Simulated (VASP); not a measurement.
Input of a VASP 6.6.1 run:

File INCAR:

```
SYSTEM = ZnSn2N2
PREC = Accurate
ENCUT = 520
EDIFF = 1E-6
ISMEAR = 0
SIGMA = 0.1
LREAL = .False.
LASPH = .True.
NELM = 100
ALGO = Normal
ISIF = 2
LWAVE = .False.
LCHARG = .True.
GGA = PE
LELF = .True.
LVHAR = .True.
NBANDS = 33
```

Contents of KPOINTS:

```
Automatic mesh
0
Gamma
  4 4 4
  0 0 0
```

Contents of POSCAR:

```
ZnSn2N2
1.0
    4.3441879573      0.0000000000      0.0000000000
    0.0000000000      4.3441879573      0.0000000000
    0.0000000000      0.0000000000      5.0005098244
Zn Sn N
1 2 2
Direct
    0.5000000000      0.5000000000      0.5069463731
    0.5000000000      0.0000000000      0.0776146164
    0.0000000000      0.5000000000      0.0776146164
    0.5000000000      0.5000000000      0.8916225053
    0.0000000000      0.0000000000      0.9469413588
```

Potentials or basis: VASP PAW PBE potentials, release 64 (Zn, Sn_d, N).

The run is started by

```console
$ cat potpaw_PBE.64/Zn/POTCAR potpaw_PBE.64/Sn_d/POTCAR potpaw_PBE.64/N/POTCAR > POTCAR
$ mpirun -np 1 vasp_std > vasp.out
```

(1) What does it give for the largest force?

(2) What does it give for the pressure?

Answers

(1) 0.074 eV/Å.

(2) 0.1 GPa.

Caveat: the k points lie up to 0.36 Å⁻¹ apart, too coarse for converged energies and pressures of a metal.
